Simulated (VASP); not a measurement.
A run of VASP 6.6.1 is set up as follows.

Contents of INCAR:

```
PREC = Accurate
ENCUT = 520
EDIFF = 1E-7
ISMEAR = 0
SIGMA = 0.1
LREAL = F
LASPH = T
NELM = 80
ALGO = Normal
ISIF = 2
LWAVE = F
LCHARG = F
GGA = PE
NBANDS = 16
```

KPOINTS

```
Automatic mesh
0
Gamma
  18 18 8
```

Contents of POSCAR:

```
Si3C
1.0
    2.7505193567      0.0000000000      0.0000000000
    0.0000000000      2.7505193567      0.0000000000
    0.0000000000      0.0000000000      6.1513006032
Si C
3 1
Direct
    0.5000000000      0.5000000000      0.1912211403
    0.0000000000      0.0000000000      0.5000000000
    0.5000000000      0.5000000000      0.8087788597
    0.0000000000      0.0000000000      0.0000000000
```

Potentials or basis: VASP PAW PBE potentials, release 64 (Si, C).

The run is started by

```sh
$ cat potpaw_PBE.64/Si/POTCAR potpaw_PBE.64/C/POTCAR > POTCAR
$ mpirun -np 1 vasp_std > vasp.out
```

Q: Estimate the band gap on the k mesh.

A: Zero (bands 8 and 9 overlap by 6.06 eV).

Q: Estimate the pressure.

A: 0.0 GPa.

Stress tensor (GPa, compression positive):
```
 0.04  0.00  0.00
 0.00  0.04  0.00
 0.00  0.00 -0.06
```
